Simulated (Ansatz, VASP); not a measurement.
**Two plane-wave programs on TiC**

```
Ti C
1.0
     0.00000    2.16400    2.16400
     2.16400    0.00000    2.16400
     2.16400    2.16400    0.00000
Ti C
1 1
Direct
  0.00000 0.00000 0.96732
  0.50000 0.50000 0.50000
```

Alike in both runs: task single point; functional PBEsol; k mesh 18 × 18 × 18; occupations gaussian, width 0.15 eV; no spin polarisation.

```csv
,VASP,Ansatz
version,VASP 6.6.1,Ansatz 0.2.0
potentials or method,"VASP PAW PBE potentials, release 64 (Ti_sv, C), cutoff 520 eV","scalar-relativistic, plane waves, PAW"
valence electrons in the cell,16,16
```

|  | VASP | Ansatz | Ansatz less VASP |
| --- | --- | --- | --- |
| gap on the k mesh at the Fermi level (eV) | none | none | - |
| pressure (GPa) | -4.7 | -5.0 | -0.26 |
| traceless stress, the component that is largest in VASP (GPa) | -1.01 | -1.01 | +0.002 |
| rms of the force components (eV/Å) | 0.514 | 0.513 | -0.0010 |

VASP's potentials were made for PBE, not for PBEsol. Atom by atom the forces differ by 0.001 eV/Å (rms over components). A gap of «none» marks a metal or a gap that the smearing closes. With one functional, cell and mesh, what is left measures potentials, basis and numerics.
